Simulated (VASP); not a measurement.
# Rh (Im-3m) in VASP: notebook, part 2 of 2

VASP 6.6.1.

## 5. Single point, PBE

This run uses another cell than the first one, of 14.77 Å³/atom, 1.041 times its volume.

INCAR reads:

```
SYSTEM = Rh
PREC = Accurate ; ENCUT = 520
EDIFF = 1E-6 ; ISMEAR = -1
SIGMA = 0.06122561905347299 ; LREAL = .FALSE.
LASPH = .TRUE. ; NELM = 60
ALGO = Normal ; ISIF = 2
LWAVE = .FALSE. ; LCHARG = .FALSE.
GGA = PE ; NBANDS = 14
```

KPOINTS reads:

```
Automatic mesh
0
G
  17 17 17
  0 0 0
```

POSCAR reads:

```
Rh
1.0
   -1.5455754708      1.5455754708      1.5455754708
    1.5455754708     -1.5455754708      1.5455754708
    1.5455754708      1.5455754708     -1.5455754708
Rh
1
Direct
    0.0000000000      0.0000000000      0.0000000000
```

Potentials or basis: VASP PAW PBE potentials, release 64 (Rh_pv).

Run with:

```
> cat potpaw_PBE.64/Rh_pv/POTCAR > POTCAR
> mpirun -np 1 vasp_std > vasp.out
```

OUTCAR:

```text
SYSTEM = Rh
   PREC = Accurate
   ENCUT = 520
   EDIFF = 1E-6
   ISMEAR = -1
   LREAL = .FALSE.
   LASPH = .TRUE.
   NELM = 60
   ISIF = 2
   GGA = PE

 ion  position               nearest neighbor table
   1  0.000  0.000  0.000-

  LATTYP: Found a body centered cubic cell.
 ALAT       =     3.0911509416

  Lattice vectors:

 A1 = (  -1.5455754708,   1.5455754708,   1.5455754708)
 A2 = (   1.5455754708,  -1.5455754708,   1.5455754708)
 A3 = (   1.5455754708,   1.5455754708,  -1.5455754708)

Analysis of symmetry for initial positions (statically):
=====================================================================
 Subroutine PRICEL returns:
 Original cell was already a primitive cell.

 Routine SETGRP: Setting up the symmetry group for a
 body centered cubic supercell.

 Subroutine GETGRP returns: Found 48 space group operations
[... 9 lines left out ...]

 Routine SETGRP: Setting up the symmetry group for a
 body centered cubic supercell.

 Subroutine GETGRP returns: Found 48 space group operations
[... 11 lines left out ...]
                                     Primitive cell

  volume of cell :      14.7683

  direct lattice vectors                    reciprocal lattice vectors
    -1.545575471  1.545575471  1.545575471     0.000000000  0.323504099  0.323504099
     1.545575471 -1.545575471  1.545575471     0.323504099  0.000000000  0.323504099
     1.545575471  1.545575471 -1.545575471     0.323504099  0.323504099  0.000000000

  length of vectors
     2.677015242  2.677015242  2.677015242     0.457503884  0.457503884  0.457503884

  position of ions in fractional coordinates (direct lattice)
     0.000000000  0.000000000  0.000000000

  ion indices of the primitive-cell ions
   primitive index   ion index
                 1           1

----------------------------------------------------------------------------------------

 KPOINTS: Automatic mesh

Automatic generation of k-mesh.
 Grid dimensions read from file:
 generate k-points for:   17   17   17

 Generating k-lattice:

  Cartesian coordinates                     Fractional coordinates (reciprocal lattice)
     0.000000000  0.019029653  0.019029653     0.058823529  0.000000000  0.000000000
     0.019029653  0.000000000  0.019029653     0.000000000  0.058823529  0.000000000
     0.019029653  0.019029653  0.000000000     0.000000000  0.000000000  0.058823529

  Length of vectors
     0.026911993  0.026911993  0.026911993

  Shift w.r.t. Gamma in fractional coordinates (k-lattice)
     0.000000000  0.000000000  0.000000000

 Subroutine IBZKPT returns following result:
 ===========================================

 Found    165 irreducible k-points:

 Following reciprocal coordinates:
            Coordinates               Weight
  0.000000  0.000000  0.000000      1.000000
  0.058824  0.000000  0.000000     12.000000
  0.117647  0.000000  0.000000     12.000000
  0.176471  0.000000  0.000000     12.000000
  0.235294  0.000000  0.000000     12.000000
  0.294118  0.000000  0.000000     12.000000
[... 16 lines left out ...]
  0.411765  0.117647  0.000000     48.000000
  0.176471  0.176471  0.000000     24.000000
 [... further k-points ...]
   k-points           NKPTS =    165   k-points in BZ     NKDIM =    165   number of bands    NBANDS=     14
   number of dos      NEDOS =    301   number of ions     NIONS =      1
   total plane-waves  NPLWV =   8000
   dimension x,y,z NGX =    20 NGY =   20 NGZ =   20
   dimension x,y,z NGXF=    40 NGYF=   40 NGZF=   40
   ions per type =               1
   NGX,Y,Z   is equivalent  to a cutoff of  12.42, 12.42, 12.42 a.u.
   NGXF,Y,Z  is equivalent  to a cutoff of  24.84, 24.84, 24.84 a.u.
 SYSTEM =  Rh
   PREC   = accura    normal or accurate (medium, high low for compatibility)
   ISTART =      0    job   : 0-new  1-cont  2-samecut
   ICHARG =      2    charge: 1-file 2-atom 10-const
   ISPIN  =      1    spin polarized calculation?
   LNONCOLLINEAR =      F non collinear calculations
   LSORBIT =      F    spin-orbit coupling
   LASPH  =      T    aspherical Exc in radial PAW
   ENCUT  =  520.0 eV  38.22 Ry    6.18 a.u.   4.98  4.98  4.98*2*pi/ulx,y,z
   NELM   =     60;   NELMIN=  2; NELMDL= -5     # of ELM steps
   EDIFF  = 0.1E-05   stopping-criterion for ELM
   LREAL  =      F    real-space projection
   EDIFFG = 0.1E-04   stopping-criterion for IOM
   NSW    =      0    number of steps for IOM
   IBRION =     -1    ionic relax: 0-MD 1-quasi-New 2-CG
   NFREE  =      0    steps in history (QN), initial steepest desc. (CG)
   ISIF   =      2    stress and relaxation
   ISYM   =      2    0-nonsym 1-usesym 2-fastsym
   POTIM  = 0.5000    time-step for ionic-motion
   TEBEG  =    0.0;   TEEND  =   0.0 temperature during run
   PSTRESS=    0.0 pullay stress
   NELECT =      15.0000    total number of electrons
   NUPDOWN=      -1.0000    fix difference up-down
   EMIN   =  10.00;   EMAX   =-10.00  energy-range for DOS
   EFERMI =   0.00;   METHOD = LEGACY
   ISMEAR =    -1;   SIGMA  =   0.06  broadening in eV -4-tet -1-fermi 0-gaus
   EFERMI_NEDOS =   21; number of points for ismear=-14 and -15
   IALGO  =     38    algorithm
   IMIX   =      4    mixing-type and parameters
     AMIX     =   0.40;   BMIX     =  1.00
     AMIX_MAG =   1.60;   BMIX_MAG =  1.00
  volume/ion in A,a.u.               =      14.77        99.66
  Fermi-wavevector in a.u.,A,eV,Ry     =   1.645616  3.109762 36.845262  2.708050
  Thomas-Fermi vector in A             =   2.735383
   LORBIT       =      0    0 simple, 1 ext, 2 COOP (PROOUT), +10 PAW based schemes
   GGA     = PE    functional components
[... 5 lines left out ...]
 non-spin polarized calculation
  energy-cutoff  :      520.00
  volume of cell :       14.77
 maximum number of plane-waves:       410
   NGX =  9   NGY =  9   NGZ =  9

 number of electron      15.0000009 magnetization

 Free energy of the ion-electron system (eV)
  ---------------------------------------------------
  ext. energy  EPLUGINS =         0.00000000
  ---------------------------------------------------
  free energy    TOTEN  =        -6.91974966 eV

  energy without entropy =       -6.88890874  energy(sigma->0) =       -6.90432920

 E-fermi :  10.4798     XC(G=0): -13.5563

 val. band max:       10.4795887565   @ k =  -0.2941   0.3529   0.0588
 cond. band min:      10.4899252933   @ k =  -0.2941   0.2941   0.0588
 fundamental gap:      0.0103365369
 Fermi energy:        10.4798098709

 k-point     1 :       0.0000    0.0000    0.0000
  band No.  band energies     occupation
      1     -35.4631      2.00000
      2     -35.4631      2.00000
      3     -35.4631      2.00000
      4       3.2089      2.00000
      5       7.8220      2.00000
      6       7.8220      2.00000
      7       7.8220      2.00000
      8      10.0798      1.99710
      9      10.0798      1.99710
     10      28.8827      0.00000
     11      28.8827      0.00000
     12      28.8827      0.00000
     13      31.6729      0.00000
     14      38.2490      0.00000

 k-point     2 :       0.0588    0.0000    0.0000
  band No.  band energies     occupation
      1     -35.4834      2.00000
      2     -35.4699      2.00000
      3     -35.4631      2.00000
      4       3.3471      2.00000
      5       7.7682      2.00000
      6       7.8217      2.00000
      7       7.9291      2.00000
      8      10.0129      1.99903
      9      10.0835      1.99691
     10      28.9132      0.00000
     11      28.9313      0.00000
     12      29.0739      0.00000
     13      31.6727      0.00000
     14      37.0287      0.00000
[... 343 lines left out ...]
      1     -36.0175      2.00000
      2     -35.6826      2.00000
      3     -35.4910      2.00000
      4       5.4224      2.00000
      5       6.5447      2.00000
      6       9.4484      2.00000
      7       9.9634      1.99957
      8      10.9389      0.00111
      9      13.8797      0.00000
     10      19.4039      0.00000
     11      24.7816      0.00000
     12      27.4562      0.00000
     13      31.6734      0.00000
     14      34.8597      0.00000

 k-point    24 :       0.1765    0.1765    0.0000
  band No.  band energies     occupation
      1     -35.8355      2.00000
      2     -35.5889      2.00000
      3     -35.5006      2.00000
      4       5.7508      2.00000
      5       7.1486      2.00000
      6       7.3710      2.00000
      7       9.5330      2.00000
      8      10.3498      1.78620
      9      10.9953      0.00044
     10      25.7779      0.00000
     11      26.1015      0.00000
     12      30.2061      0.00000
     13      31.5853      0.00000
     14      31.6774      0.00000

 [... further k-points ...]

------------------------ aborting loop because EDIFF is reached ----------------------------------------

  FORCE on cell =-STRESS in cart. coord.  units (eV):
  Direction    XX          YY          ZZ          XY          YZ          ZX
  --------------------------------------------------------------------------------------
  -------------------------------------------------------------------------------------
  Total       -0.4055815     -0.4055815     -0.4055815      0.0000000      0.0000000     -0.0000000
  in kB      -44.0005498    -44.0005498    -44.0005498      0.0000000      0.0000000     -0.0000000
  external PRESSURE =     -44.0005498 kB  Pullay stress =       0.0000000 kB

 VOLUME and BASIS-vectors are now :
 -----------------------------------------------------------------------------
  energy-cutoff  :      520.00
  volume of cell :       14.77
      direct lattice vectors                 reciprocal lattice vectors
    -1.545575471  1.545575471  1.545575471     0.000000000  0.323504099  0.323504099
     1.545575471 -1.545575471  1.545575471     0.323504099  0.000000000  0.323504099
     1.545575471  1.545575471 -1.545575471     0.323504099  0.323504099  0.000000000

 POSITION                                       TOTAL-FORCE (eV/Angst)
 -----------------------------------------------------------------------------------
      0.00000      0.00000      0.00000         0.000000     -0.000000      0.000000
 -----------------------------------------------------------------------------------
    total drift:                                0.000000     -0.000000      0.000000

  FREE ENERGIE OF THE ION-ELECTRON SYSTEM (eV)
  ---------------------------------------------------
  free  energy   TOTEN  =        -6.9197496608 eV

  energy  without entropy=       -6.8889087428  energy(sigma->0) =       -6.90432920
```

OSZICAR:

```text
N       E                     dE             d eps       ncg     rms          rms(c)
DAV:   1     0.119774469264E+03    0.11977E+03   -0.87942E+03  4650   0.113E+03
DAV:   2    -0.583179168337E+01   -0.12561E+03   -0.12047E+03  5088   0.336E+02
DAV:   3    -0.732800935742E+01   -0.14962E+01   -0.14922E+01  5610   0.408E+01
DAV:   4    -0.733391851834E+01   -0.59092E-02   -0.59086E-02  5502   0.262E+00
DAV:   5    -0.733397561169E+01   -0.57093E-04   -0.57094E-04  5568   0.229E-01    0.875E+00
DAV:   6    -0.693252169681E+01    0.40145E+00   -0.76670E-01  5094   0.114E+01    0.327E+00
DAV:   7    -0.692230518927E+01    0.10217E-01   -0.14668E-02  5706   0.121E+00    0.165E+00
DAV:   8    -0.691980584026E+01    0.24993E-02   -0.26472E-03  4866   0.671E-01    0.118E-01
DAV:   9    -0.691974884414E+01    0.56996E-04   -0.61266E-05  5520   0.106E-01    0.104E-02
DAV:  10    -0.691974966078E+01   -0.81664E-06   -0.28435E-06  5364   0.200E-02
   1 F= -.69197497E+01 E0= -.69043292E+01  d E =-.308409E-01
```

stdout:

```text
POSCAR found type information on POSCAR Rh
 POSCAR found :  1 types and       1 ions
 scaLAPACK will be used
 LDA part: xc-table for (Slater+PW92), standard interpolation
 POSCAR, INCAR and KPOINTS ok, starting setup
 FFT: planning ... GRIDC
 FFT: planning ... GRID_SOFT
 FFT: planning ... GRID
 WAVECAR not read
 entering main loop
```

Wall time 13 s (1 thread of Intel Xeon 6975P-C, shared host); peak memory 0.15 GiB.

Results:

```
Free energy : -6.9197 eV
Pressure    : -4.4 GPa
```

## 6. Overview

| cell | gap on the mesh (eV) | pressure (GPa) |
| --- | --- | --- |
| a = 2.642 Å, angles 109.5°, 1 atom | none | 4.9 |
| a = 2.659 Å, angles 109.5°, 1 atom | none | -0.1 |
| a = 2.677 Å, angles 109.5°, 1 atom | none | -4.4 |

Alike in all rows: task single point; level PBE; potentials or basis VASP PAW PBE potentials, release 64 (Rh_pv); no spin polarisation; k mesh 17 × 17 × 17; cutoff (eV) 520; smearing fermi-dirac 0.0612256 eV.

Total energies depend on the potentials used, so only differences within one code and one set of settings carry meaning.
